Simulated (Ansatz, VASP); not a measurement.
**Ni: VASP beside Ansatz**

```
CELL_PARAMETERS angstrom
0.00000 2.46991 2.46991
2.46991 0.00000 2.46991
2.46991 2.46991 0.00000
ATOMIC_POSITIONS crystal
Ni 0.12500 0.12500 0.12500
Ni 0.87500 0.87500 0.87500
```

Alike in both runs: task single point; functional LDA; k mesh 11 × 11 × 11; occupations fermi-dirac, width 0.05 eV; non-collinear spin, spin-orbit coupling.

|  | VASP | Ansatz |
| --- | --- | --- |
| version | VASP 6.6.1 | Ansatz 0.2.0 |
| potentials or method | VASP PAW LDA potentials, release 64 (Ni), cutoff 520 eV | plane waves (420 eV) with PAW, fully relativistic with spin-orbit coupling |
| valence electrons in the cell | 20 | 36 |

```csv
,VASP,Ansatz,Ansatz less VASP
net moment per atom (μB),0.77,0.79,+0.023
```

Ansatz warns that its potentials were made for another functional, while VASP's fit it. LDA's correlation is that of Perdew and Zunger in VASP and of Perdew and Wang (1992) in Ansatz. VASP's potentials hold 20 valence electrons a cell and Ansatz's 36, so a difference there can come from the potentials and not from the codes.
